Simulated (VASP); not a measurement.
Runs of VASP 6.6.1 on NaRu3W4. The structure is that of space group Im-3m (No. 229), or close to it. The cells are those of the table. The cell was built from a structure type or drawn by symmetry, and may not be a known phase.

| task | spin | cell | k mesh | cutoff (eV) | gap on the mesh (eV) | pressure (GPa) |
| --- | --- | --- | --- | --- | --- | --- |
| relaxation of cell and atoms | off | relaxed from a = 5.508 Å, angles 109.5°, 8 atoms | 4 × 4 × 4 | 600 | none | -0.4 |
| single point | off | a = 5.426 Å, angles 109.5°, 8 atoms | 4 × 4 × 4 | 520 | none | 0.4 |
| single point | off | a = 5.508 Å, angles 109.5°, 8 atoms | 4 × 4 × 4 | 520 | none | (a) |
| single point | collinear, ferromagnetic start | a = 5.426 Å, angles 109.5°, 8 atoms | 4 × 4 × 4 | 520 | none | 0.4 |
| single point | off | a = 5.427 Å, angles 109.5°, 8 atoms | 8 × 8 × 8 | 520 | none | 0.3 |

Alike in all rows: level PBE; potentials or basis VASP PAW PBE potentials, release 64 (Na_pv, Ru_pv, W_sv); smearing gaussian 0.1 eV.

Q: Estimate the missing entries.

A: (a) -9.5.

Caveats: spin-orbit coupling is left out, which moves the levels of the heavy elements; the cell stands under tension (at least some runs).

A k mesh can miss the band edges, and the runs leave out spin-orbit coupling on Ru, W.

A gap of «none» marks levels without a gap at the run's occupations.
